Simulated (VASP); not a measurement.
# Hf12C13 in VASP: further runs

The runs below take Hf12C13 through single point, with PBE.

Everything below comes from runs of VASP 6.6.1. Logs are shortened: lines on timing, memory, paths and dates and some standing lists are left out, and cuts for length are marked.

## Step 1: The cell of the first run

The cell holds a slab with vacuum, 25 atoms: a = 6.578 Å, b = 6.578 Å, c = 20.084 Å, α = 90.00°, β = 90.00°, γ = 90.00°.

## Step 2: Single point, PBE

File INCAR:

```
  PREC = Accurate
  ENCUT = 520
  EDIFF = 1E-6
  ISMEAR = 0
  SIGMA = 0.1
  LREAL = Auto
  LASPH = T
  NELM = 80
  ALGO = Normal
  ISIF = 2
  LWAVE = F
  LCHARG = F
  LDIPOL = T
  IDIPOL = 3
  DIPOL = 0.5 0.5 0.320
  GGA = PE
  NBANDS = 104
```

File KPOINTS:

```
regular mesh
0
Gamma
  4 4 1
```

File POSCAR:

```
Hf12C13
1.0
    6.5782051141      0.0000000000      0.0000000000
    0.0000000000      6.5782051141      0.0000000000
    0.0000000000      0.0000000000     20.0841322555
Hf C
12 13
Direct
    0.0000000000      0.0000000000      0.1991622017
    0.0000000000      0.5000000000      0.1991622017
    0.5000000000      0.0000000000      0.1991622017
    0.5000000000      0.5000000000      0.1991622017
    0.2500000000      0.2500000000      0.3119533852
    0.2500000000      0.7500000000      0.3119533852
    0.7500000000      0.2500000000      0.3119533852
    0.7500000000      0.7500000000      0.3119533852
    0.0000000000      0.0000000000      0.4231522705
    0.0000000000      0.5000000000      0.4231522705
    0.5000000000      0.0000000000      0.4231522705
    0.5000000000      0.5000000000      0.4231522705
    0.2500000000      0.2500000000      0.1991622017
    0.2500000000      0.7500000000      0.1991622017
    0.7500000000      0.2500000000      0.1991622017
    0.7500000000      0.7500000000      0.1991622017
    0.0000000000      0.0000000000      0.3115316059
    0.0000000000      0.5000000000      0.3115316059
    0.5000000000      0.0000000000      0.3115316059
    0.5000000000      0.5000000000      0.3115316059
    0.2500000000      0.2500000000      0.4274086700
    0.2500000000      0.7500000000      0.4274086700
    0.7500000000      0.2500000000      0.4274086700
    0.7500000000      0.7500000000      0.4274086700
    0.3750000000      0.3750000000      0.5021940612
```

Potentials or basis: VASP PAW PBE potentials, release 64 (Hf_pv, C).

The run is started by

```bash
$ cat potpaw_PBE.64/Hf_pv/POTCAR potpaw_PBE.64/C/POTCAR > POTCAR
$ mpirun -np 1 vasp_std > vasp.out
```

OUTCAR:

```text
PREC = Accurate
   ENCUT = 520
   EDIFF = 1E-6
   ISMEAR = 0
   LREAL = Auto
   LASPH = T
   NELM = 80
   ISIF = 2
   GGA = PE

 ion  position               nearest neighbor table
   1  0.000  0.000  0.199-  17 2.26  14 2.33  15 2.33  16 2.33  13 2.33   6 3.25   7 3.25   8 3.25
                             5 3.25   3 3.29   2 3.29   2 3.29   3 3.29
   2  0.000  0.500  0.199-  18 2.26  14 2.33  15 2.33  16 2.33  13 2.33   6 3.25   7 3.25   8 3.25
                             5 3.25   4 3.29   1 3.29   1 3.29   4 3.29
   3  0.500  0.000  0.199-  19 2.26  14 2.33  15 2.33  16 2.33  13 2.33   6 3.25   7 3.25   8 3.25
                             5 3.25   4 3.29   1 3.29   4 3.29   1 3.29
   4  0.500  0.500  0.199-  20 2.26  14 2.33  15 2.33  16 2.33  13 2.33   6 3.25   7 3.25   8 3.25
                             5 3.25   3 3.29   2 3.29   3 3.29   2 3.29
   5  0.250  0.250  0.312-  13 2.27  21 2.32  18 2.33  19 2.33  20 2.33  17 2.33  11 3.22  12 3.22
                             9 3.22  10 3.22   3 3.25   4 3.25   1 3.25   2 3.25   6 3.29   7 3.29
   6  0.250  0.750  0.312-  14 2.27  22 2.32  18 2.33  19 2.33  20 2.33  17 2.33  11 3.22  12 3.22
                             9 3.22  10 3.22   3 3.25   4 3.25   1 3.25   2 3.25   5 3.29   8 3.29
   7  0.750  0.250  0.312-  15 2.27  23 2.32  18 2.33  19 2.33  20 2.33  17 2.33  11 3.22  12 3.22
                             9 3.22  10 3.22   3 3.25   4 3.25   1 3.25   2 3.25   5 3.29   8 3.29
   8  0.750  0.750  0.312-  16 2.27  24 2.32  18 2.33  19 2.33  20 2.33  17 2.33  11 3.22  12 3.22
                             9 3.22  10 3.22   3 3.25   4 3.25   1 3.25   2 3.25   6 3.29   7 3.29
   9  0.000  0.000  0.423-  17 2.24  21 2.33  22 2.33  23 2.33  24 2.33   6 3.22   7 3.22   8 3.22
                             5 3.22  11 3.29  10 3.29  10 3.29  11 3.29
  10  0.000  0.500  0.423-  18 2.24  21 2.33  22 2.33  23 2.33  24 2.33   6 3.22   7 3.22   8 3.22
                             5 3.22  12 3.29   9 3.29   9 3.29  12 3.29
  11  0.500  0.000  0.423-  19 2.24  21 2.33  22 2.33  23 2.33  24 2.33   6 3.22   7 3.22   8 3.22
                             5 3.22  12 3.29   9 3.29  12 3.29   9 3.29
  12  0.500  0.500  0.423-  25 1.97  20 2.24  22 2.33  23 2.33  24 2.33  21 2.33   7 3.22   8 3.22
                             5 3.22   6 3.22  10 3.29  11 3.29  11 3.29  10 3.29
  13  0.250  0.250  0.199-   5 2.27   2 2.33   3 2.33   4 2.33   1 2.33
  14  0.250  0.750  0.199-   6 2.27   2 2.33   3 2.33   4 2.33   1 2.33
  15  0.750  0.250  0.199-   7 2.27   2 2.33   3 2.33   4 2.33   1 2.33
  16  0.750  0.750  0.199-   8 2.27   2 2.33   3 2.33   4 2.33   1 2.33
  17  0.000  0.000  0.312-   9 2.24   1 2.26   6 2.33   7 2.33   8 2.33   5 2.33
  18  0.000  0.500  0.312-  10 2.24   2 2.26   6 2.33   7 2.33   8 2.33   5 2.33
  19  0.500  0.000  0.312-  11 2.24   3 2.26   6 2.33   7 2.33   8 2.33   5 2.33
  20  0.500  0.500  0.312-  12 2.24   4 2.26   6 2.33   7 2.33   8 2.33   5 2.33
  21  0.250  0.250  0.427-  25 1.90   5 2.32  10 2.33  11 2.33  12 2.33   9 2.33
  22  0.250  0.750  0.427-   6 2.32   9 2.33  10 2.33  11 2.33  12 2.33
  23  0.750  0.250  0.427-   7 2.32   9 2.33  10 2.33  11 2.33  12 2.33
  24  0.750  0.750  0.427-   8 2.32   9 2.33  10 2.33  11 2.33  12 2.33
  25  0.375  0.375  0.502-  21 1.90  12 1.97

  LATTYP: Found a simple tetragonal cell.
 ALAT       =     6.5782051141
 C/A-ratio  =     3.0531325654

  Lattice vectors:

 A1 = (   6.5782051141,   0.0000000000,   0.0000000000)
 A2 = (   0.0000000000,   6.5782051141,   0.0000000000)
 A3 = (   0.0000000000,   0.0000000000,  20.0841322555)

Analysis of symmetry for initial positions (statically):
=====================================================================
 Subroutine PRICEL returns:
 Original cell was already a primitive cell.

 Routine SETGRP: Setting up the symmetry group for a
 simple tetragonal supercell.

 Subroutine GETGRP returns: Found  2 space group operations
 (whereof  2 operations were pure point group operations)
 out of a pool of 16 trial point group operations.

The static configuration has the point symmetry C_1h.

Analysis of symmetry for dynamics (positions and initial velocities):
=====================================================================
 Subroutine PRICEL returns:
 Original cell was already a primitive cell.

 Routine SETGRP: Setting up the symmetry group for a
 simple tetragonal supercell.

 Subroutine GETGRP returns: Found  2 space group operations
 (whereof  2 operations were pure point group operations)
 out of a pool of 16 trial point group operations.

The dynamic configuration has the point symmetry C_1h.

 Subroutine INISYM returns: Found  2 space group operations
 (whereof  2 operations are pure point group operations),
 and found     1 'primitive' translations

----------------------------------------------------------------------------------------

                                     Primitive cell

  volume of cell :     869.0963

  direct lattice vectors                    reciprocal lattice vectors
     6.578205114  0.000000000  0.000000000     0.152017151  0.000000000  0.000000000
     0.000000000  6.578205114  0.000000000     0.000000000  0.152017151  0.000000000
[... 58 lines left out ...]
                25          25

----------------------------------------------------------------------------------------

 KPOINTS: regular mesh

Automatic generation of k-mesh.
 Grid dimensions read from file:
 generate k-points for:    4    4    1

 Generating k-lattice:

  Cartesian coordinates                     Fractional coordinates (reciprocal lattice)
     0.038004288  0.000000000  0.000000000     0.250000000  0.000000000  0.000000000
     0.000000000  0.038004288  0.000000000     0.000000000  0.250000000  0.000000000
     0.000000000  0.000000000  0.049790550     0.000000000  0.000000000  1.000000000

  Length of vectors
     0.038004288  0.038004288  0.049790550

  Shift w.r.t. Gamma in fractional coordinates (k-lattice)
     0.000000000  0.000000000  0.000000000

 Subroutine IBZKPT returns following result:
 ===========================================

 Found      7 irreducible k-points:

 Following reciprocal coordinates:
            Coordinates               Weight
  0.000000  0.000000  0.000000      1.000000
  0.250000  0.000000  0.000000      4.000000
  0.500000  0.000000  0.000000      2.000000
  0.250000  0.250000  0.000000      2.000000
 -0.250000  0.250000  0.000000      2.000000
  0.500000  0.250000  0.000000      4.000000
  0.500000  0.500000  0.000000      1.000000
   k-points           NKPTS =      7   k-points in BZ     NKDIM =      7   number of bands    NBANDS=    104
   number of dos      NEDOS =    301   number of ions     NIONS =     25
   total plane-waves  NPLWV = 375000
   dimension x,y,z NGX =    50 NGY =   50 NGZ =  150
   dimension x,y,z NGXF=   100 NGYF=  100 NGZF=  300
   ions per type =              12  13
   NGX,Y,Z   is equivalent  to a cutoff of  12.64, 12.64, 12.42 a.u.
   NGXF,Y,Z  is equivalent  to a cutoff of  25.27, 25.27, 24.83 a.u.
 SYSTEM =  unknown system
   PREC   = accura    normal or accurate (medium, high low for compatibility)
   ISTART =      0    job   : 0-new  1-cont  2-samecut
   ICHARG =      2    charge: 1-file 2-atom 10-const
   ISPIN  =      1    spin polarized calculation?
   LNONCOLLINEAR =      F non collinear calculations
   LSORBIT =      F    spin-orbit coupling
   LASPH  =      T    aspherical Exc in radial PAW
   ENCUT  =  520.0 eV  38.22 Ry    6.18 a.u.  12.23 12.23 37.34*2*pi/ulx,y,z
   NELM   =     80;   NELMIN=  2; NELMDL= -5     # of ELM steps
   EDIFF  = 0.1E-05   stopping-criterion for ELM
   LREAL  =      T    real-space projection
   EDIFFG = 0.1E-04   stopping-criterion for IOM
   NSW    =      0    number of steps for IOM
   IBRION =     -1    ionic relax: 0-MD 1-quasi-New 2-CG
   NFREE  =      0    steps in history (QN), initial steepest desc. (CG)
   ISIF   =      2    stress and relaxation
   ISYM   =      2    0-nonsym 1-usesym 2-fastsym
   POTIM  = 0.5000    time-step for ionic-motion
   TEBEG  =    0.0;   TEEND  =   0.0 temperature during run
   PSTRESS=    0.0 pullay stress
   NELECT =     172.0000    total number of electrons
   NUPDOWN=      -1.0000    fix difference up-down
   EMIN   =  10.00;   EMAX   =-10.00  energy-range for DOS
   EFERMI =   0.00;   METHOD = LEGACY
   ISMEAR =     0;   SIGMA  =   0.10  broadening in eV -4-tet -1-fermi 0-gaus
   EFERMI_NEDOS =   21; number of points for ismear=-14 and -15
   IALGO  =     38    algorithm
   IMIX   =      4    mixing-type and parameters
     AMIX     =   0.40;   BMIX     =  1.00
     AMIX_MAG =   1.60;   BMIX_MAG =  1.00
  volume/ion in A,a.u.               =      34.76       234.60
  Fermi-wavevector in a.u.,A,eV,Ry     =   0.954029  1.802854 12.383639  0.910172
  Thomas-Fermi vector in A             =   2.082738
   LORBIT       =      0    0 simple, 1 ext, 2 COOP (PROOUT), +10 PAW based schemes
   GGA     = PE    functional components
   LHFCALC =     F    Hartree Fock is set to
   AEXX    =    0.0000 exact exchange contribution
   IVDW    =     0    specifies the selected vdW correction
   LEPSILON=     F    determine dielectric tensor
   LRPA    =     F    only Hartree local field effects (RPA)
 non-spin polarized calculation
 Gauss-broadening in eV      SIGMA  =   0.10
  energy-cutoff  :      520.00
  volume of cell :      869.10
 maximum number of plane-waves:     23491
 NGX is ok and might be reduce to    50
   NGX = 25   NGY = 25   NGZ = 75

 dipolmoment           0.000000      0.000000     -0.039868 electrons x Angstroem

 number of electron     171.9999971 magnetization

 dipolmoment           0.000000      0.000000      0.324720 electrons x Angstroem

 Free energy of the ion-electron system (eV)
  ---------------------------------------------------
  ext. energy  EPLUGINS =         0.00000000
  ---------------------------------------------------
  free energy    TOTEN  =      -247.38790213 eV

  energy without entropy =     -247.35583781  energy(sigma->0) =     -247.37186997

 E-fermi :  -0.6241     XC(G=0):  -5.2654

 val. band max:       -0.6589842859   @ k =   0.2500   0.0000   0.0000
 cond. band min:      -0.5915483633   @ k =   0.0000   0.0000   0.0000
 fundamental gap:      0.0674359226
 Fermi energy:        -0.6240733692

 k-point     1 :       0.0000    0.0000    0.0000
  band No.  band energies     occupation
      1     -31.0991      2.00000
      2     -31.0606      2.00000
      3     -31.0244      2.00000
      4     -30.9775      2.00000
      5     -30.9600      2.00000
      6     -30.9580      2.00000
[... 696 lines left out ...]
     97       2.5671      0.00000
     98       2.6020      0.00000
 [bands above 98 left out]

------------------------ aborting loop because EDIFF is reached ----------------------------------------

 vacuum level on the upper side and lower side of the slab       (xc-potential included)         0.523        -0.774

  FORCE on cell =-STRESS in cart. coord.  units (eV):
  Direction    XX          YY          ZZ          XY          YZ          ZX
  --------------------------------------------------------------------------------------
  -------------------------------------------------------------------------------------
  Total      -14.4946753    -14.4946753      0.6582353      0.7460669     -5.2980929     -5.2980882
  in kB      -26.7209060    -26.7209060      1.2134555      1.3753729     -9.7670241     -9.7670154
  external PRESSURE =     -17.4094522 kB  Pullay stress =       0.0000000 kB

 VOLUME and BASIS-vectors are now :
 -----------------------------------------------------------------------------
  energy-cutoff  :      520.00
  volume of cell :      869.10
      direct lattice vectors                 reciprocal lattice vectors
     6.578205114  0.000000000  0.000000000     0.152017151  0.000000000  0.000000000
     0.000000000  6.578205114  0.000000000     0.000000000  0.152017151  0.000000000
     0.000000000  0.000000000 20.084132255     0.000000000  0.000000000  0.049790550

 POSITION                                       TOTAL-FORCE (eV/Angst)
 -----------------------------------------------------------------------------------
      0.00000      0.00000      4.00000         0.064231      0.064231      0.922837
      0.00000      3.28910      4.00000         0.101437     -0.029865      0.715211
      3.28910      0.00000      4.00000        -0.029865      0.101437      0.715211
      3.28910      3.28910      4.00000        -0.126711     -0.126711      1.086119
      1.64455      1.64455      6.26531         0.360878      0.360878      0.048317
      1.64455      4.93365      6.26531         0.082619     -0.162569     -0.016411
[... 17 lines left out ...]
      4.93365      4.93365      8.58413         0.341256      0.341256     -0.212683
      2.46683      2.46683     10.08613        -3.604588     -3.604588      0.075362
 -----------------------------------------------------------------------------------
    total drift:                               -0.003160     -0.003160     -0.018803

  FREE ENERGIE OF THE ION-ELECTRON SYSTEM (eV)
  ---------------------------------------------------
  free  energy   TOTEN  =      -247.3879021288 eV

  energy  without entropy=     -247.3558378073  energy(sigma->0) =     -247.37186997

 vacuum level on the upper side and lower side of the slab         4.296         2.964
```

Run time: 38 min. Hardware: 1 thread of Oxide Virtual Turin-like, shared host; peak memory 0.92 GiB.

Results:

| Property | Result |
| --- | --- |
| Free energy | -247.3879 eV |
| Largest force | 5.098 eV/Å |
| Band gap on the k mesh | zero (bands 86 and 87 overlap by 0.10 eV) |

Forces on the atoms (eV/Å):
```
Hf   0.064  0.064  0.923
Hf   0.101 -0.030  0.715
Hf  -0.030  0.101  0.715
Hf  -0.127 -0.127  1.086
Hf   0.361  0.361  0.048
Hf   0.083 -0.163 -0.016
Hf  -0.163  0.083 -0.016
Hf  -0.096 -0.096  0.082
Hf  -0.462 -0.462  0.237
Hf  -0.006  0.513  0.534
Hf   0.513 -0.006  0.534
Hf   2.195  2.195 -2.083
C   -0.070 -0.070 -0.994
C   -0.015  0.018 -0.716
C    0.018 -0.015 -0.716
C    0.041  0.041 -0.773
C    0.027  0.027  0.061
C   -0.075 -0.035  0.124
C   -0.035 -0.075  0.124
C   -0.197 -0.197 -1.144
C    0.804  0.804  2.140
C   -0.266  0.596 -0.363
C    0.596 -0.266 -0.363
C    0.341  0.341 -0.213
C   -3.605 -3.605  0.075
```

Caveat: spin-orbit coupling is left out, which moves the levels of the heavy elements.

## Step 3: Single point, PBE

File INCAR:

```
ALGO = Normal ; DIPOL = 0.5 0.5 0.319
EDIFF = 1E-6 ; ENCUT = 520
GGA = PE ; IDIPOL = 3
ISIF = 2 ; ISMEAR = 0
LASPH = True ; LCHARG = False
LDIPOL = True ; LREAL = Auto
LWAVE = False ; NBANDS = 104
NELM = 80 ; PREC = Accurate
SIGMA = 0.1
```

File KPOINTS:

```
k-points
0
Gamma
  4 4 1
```

Edit POSCAR of step 2 so:

```diff
@@ -32,2 +32,2 @@
     0.7500000000      0.7500000000      0.4274086700
-    0.3750000000      0.3750000000      0.5021940612
+    0.3125000000      0.3125000000      0.4877160282
```

Potentials or basis: VASP PAW PBE potentials, release 64 (Hf_pv, C).

The run is started by

```bash
$ cat potpaw_PBE.64/Hf_pv/POTCAR potpaw_PBE.64/C/POTCAR > POTCAR
$ mpirun -np 1 vasp_std > vasp.out
```

OUTCAR:

```text
EDIFF = 1E-6
   ENCUT = 520
   GGA = PE
   ISIF = 2
   ISMEAR = 0
   LASPH = True
   LREAL = Auto
   NELM = 80
   PREC = Accurate

 ion  position               nearest neighbor table
   1  0.000  0.000  0.199-  17 2.26  14 2.33  15 2.33  16 2.33  13 2.33   6 3.25   7 3.25   8 3.25
                             5 3.25   3 3.29   2 3.29   2 3.29   3 3.29
   2  0.000  0.500  0.199-  18 2.26  14 2.33  15 2.33  16 2.33  13 2.33   6 3.25   7 3.25   8 3.25
                             5 3.25   4 3.29   1 3.29   1 3.29   4 3.29
   3  0.500  0.000  0.199-  19 2.26  14 2.33  15 2.33  16 2.33  13 2.33   6 3.25   7 3.25   8 3.25
                             5 3.25   4 3.29   1 3.29   4 3.29   1 3.29
   4  0.500  0.500  0.199-  20 2.26  14 2.33  15 2.33  16 2.33  13 2.33   6 3.25   7 3.25   8 3.25
                             5 3.25   3 3.29   2 3.29   3 3.29   2 3.29
   5  0.250  0.250  0.312-  13 2.27  21 2.32  18 2.33  19 2.33  20 2.33  17 2.33  11 3.22  12 3.22
                             9 3.22  10 3.22   3 3.25   4 3.25   1 3.25   2 3.25   6 3.29   7 3.29
[... 977 lines left out ...]
     6.578205114  0.000000000  0.000000000     0.152017151  0.000000000  0.000000000
     0.000000000  6.578205114  0.000000000     0.000000000  0.152017151  0.000000000
     0.000000000  0.000000000 20.084132255     0.000000000  0.000000000  0.049790550

 POSITION                                       TOTAL-FORCE (eV/Angst)
 -----------------------------------------------------------------------------------
      0.00000      0.00000      4.00000         0.102644      0.102644      0.997391
      0.00000      3.28910      4.00000         0.148842     -0.080060      0.877810
      3.28910      0.00000      4.00000        -0.080060      0.148842      0.877810
      3.28910      3.28910      4.00000        -0.143105     -0.143105      1.029548
      1.64455      1.64455      6.26531         0.036944      0.036944     -0.271143
      1.64455      4.93365      6.26531         0.051337     -0.105584     -0.096950
[... 17 lines left out ...]
      4.93365      4.93365      8.58413         0.217504      0.217504     -0.284653
      2.05569      2.05569      9.79535        -1.064677     -1.064677      0.070496
 -----------------------------------------------------------------------------------
    total drift:                               -0.006462     -0.006462     -0.018119

  FREE ENERGIE OF THE ION-ELECTRON SYSTEM (eV)
  ---------------------------------------------------
  free  energy   TOTEN  =      -250.2255224123 eV

  energy  without entropy=     -250.2039564850  energy(sigma->0) =     -250.21473945

 vacuum level on the upper side and lower side of the slab         3.982         3.151
```

Run time: 41 min. Hardware: 1 thread of Oxide Virtual Turin-like, shared host; peak memory 0.91 GiB.

Results:

```
Free energy            : -250.2255 eV
Largest force          : 2.245 eV/Å
Band gap on the k mesh : zero (bands 86 and 87 overlap by 0.03 eV)
```

Forces in eV/Å, atoms in the order of the input:
```
Hf   0.103  0.103  0.997
Hf   0.149 -0.080  0.878
Hf  -0.080  0.149  0.878
Hf  -0.143 -0.143  1.030
Hf   0.037  0.037 -0.271
Hf   0.051 -0.106 -0.097
Hf  -0.106  0.051 -0.097
Hf  -0.116 -0.116 -0.032
Hf  -1.055 -1.055  0.083
Hf  -0.635  1.088  0.317
Hf   1.088 -0.635  0.317
Hf   1.584  1.584  0.155
C   -0.035 -0.035 -1.080
C   -0.003  0.001 -0.727
C    0.001 -0.003 -0.727
C    0.028  0.028 -0.813
C    0.013  0.013  0.218
C   -0.048 -0.036  0.202
C   -0.036 -0.048  0.202
C   -0.006 -0.006 -0.308
C   -0.312 -0.312 -0.461
C   -0.148  0.517 -0.225
C    0.517 -0.148 -0.225
C    0.218  0.218 -0.285
C   -1.065 -1.065  0.070
```

Caveat: spin-orbit coupling is left out, which moves the levels of the heavy elements.

The gap in the log of VASP goes by the Fermi energy; the results here count the filled bands.